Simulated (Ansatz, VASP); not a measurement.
One calculation of Ti, two programs

```
Ti
1.0
    -2.05586   -2.05586    0.00000
     2.05586   -2.05586    0.00000
    -0.41117   -0.41117   12.33515
Ti
6
Direct
  0.81667 0.00000 0.91665
  0.48334 0.50000 0.08332
  0.95000 0.00000 0.24998
  0.41667 0.50000 0.41665
  0.88334 0.00000 0.58332
  0.35000 0.50000 0.74998
```

Alike in both runs: task single point; functional PBE; k mesh 15 × 15 × 4; occupations gaussian, width 0.15 eV; no spin polarisation.

|  | VASP | Ansatz |
| --- | --- | --- |
| version | VASP 6.6.1 | Ansatz 0.2.0 |
| potentials or method | VASP PAW PBE potentials, release 64 (Ti_sv), cutoff 520 eV | scalar-relativistic, plane waves, PAW |
| valence electrons in the cell | 72 | 72 |

|  | VASP | Ansatz | Ansatz less VASP |
| --- | --- | --- | --- |
| gap on the k mesh at the Fermi level (eV) | none | none | - |
| pressure (GPa) | 0.0 | 0.3 | +0.28 |
| traceless stress, the component that is largest in VASP (GPa) | 1.39 | 1.39 | +0.003 |
| rms of the force components (eV/Å) | 0.296 | 0.295 | -0.0008 |

Atom by atom the forces differ by 0.002 eV/Å (rms over components). A gap of «none» marks a metal or a gap that the smearing closes.
